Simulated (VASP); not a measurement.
# Be3ZnTe4: single point with PBE

The system is Be3ZnTe4.

```
CELL_PARAMETERS angstrom
4.21857 0.00000 0.00000
0.00000 4.21857 0.00000
0.00000 0.00000 12.02321
ATOMIC_POSITIONS crystal
Be 0.00000 0.00000 0.00000
Be 0.50000 0.50000 0.23985
Be 0.50000 0.50000 0.76015
Zn 0.00000 0.00000 0.50000
Te 0.50000 0.00000 0.11977
Te 0.00000 0.50000 0.35824
Te 0.50000 0.00000 0.64176
Te 0.00000 0.50000 0.88023
```

```json
{"Program": "VASP 6.6.1", "Task": "single point", "Functional": "PBE", "Potentials or basis": "VASP PAW PBE potentials, release 64 (Be, Zn, Te)", "Cutoff": "520 eV", "k mesh": "8 × 8 × 4", "Occupations": "gaussian, width 0.02 eV", "Spin": "no spin polarisation", "Dipole correction": "no", "Further INCAR settings": "ALGO = Normal; EDIFF = 1e-07; NBANDS = 31"}
```

```yaml
Pressure: -4.1 GPa
Band_gap_on_the_k_mesh: 2.07 eV (least direct gap 2.14 eV)
```

Levels at points of the mesh, in eV from the valence-band top:
```csv
k point,band 19,band 20,band 21,band 22,band 23,band 24
"(0.00, 0.00, 0.00)",-0.12,0.00,0.00,2.14,2.17,2.53
"(0.50, 0.00, 0.00)",-0.97,-0.94,-0.44,2.07,2.53,3.37
"(0.50, 0.50, 0.00)",-2.15,-2.15,-2.07,2.11,2.28,2.28
"(0.00, 0.00, 0.50)",-0.69,-0.31,-0.31,2.15,2.40,2.95
"(0.50, 0.00, 0.50)",-1.18,-1.15,-0.44,2.67,3.07,3.11
"(0.50, 0.50, 0.50)",-2.45,-2.30,-2.30,2.62,3.07,3.07
```

It took 2.8 min on 1 thread of Intel(R) Xeon(R) 6975P-C (Granite Rapids), on a shared host, peak memory 0.46 GiB.

Caveat: the cell stands under tension; spin-orbit coupling is left out, which moves the levels of the heavy elements. A k mesh can miss the band edges.
